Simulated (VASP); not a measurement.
Here is a VASP 6.6.1 calculation.

File INCAR:

```
SYSTEM = TaSi2
  ALGO = Normal
  EDIFF = 1E-6
  ENCUT = 520
  GGA = PE
  ISIF = 2
  ISMEAR = 0
  LASPH = .True.
  LCHARG = .False.
  LREAL = .False.
  LWAVE = .False.
  NBANDS = 16
  NELM = 100
  PREC = Accurate
  SIGMA = 0.1
```

KPOINTS

```
k-points
0
Gamma
  12 12 18
  0 0 0
```

File POSCAR:

```
TaSi2
1.0
    4.4075040954      0.0000000000      0.0000000000
   -2.2037520477      3.8170105139      0.0000000000
    0.0000000000      0.0000000000      2.6489483334
Ta Si
1 2
Direct
    0.0000000000      0.0000000000      0.0000000000
    0.6666666667      0.3333333333      0.5000000000
    0.3333333333      0.6666666667      0.5000000000
```

Potentials or basis: VASP PAW PBE potentials, release 64 (Ta_pv, Si).

Command:

```sh
$ cat potpaw_PBE.64/Ta_pv/POTCAR potpaw_PBE.64/Si/POTCAR > POTCAR
$ mpirun -np 1 vasp_std > vasp.out
```

(1) Estimate the pressure.

(2) Estimate the band gap on the k mesh.

## Answers

(1) 0.1 GPa.

(2) zero (an odd number of electrons rules out a gap without spin polarisation).

Caveat: spin-orbit coupling is left out, which moves the levels of the heavy elements.
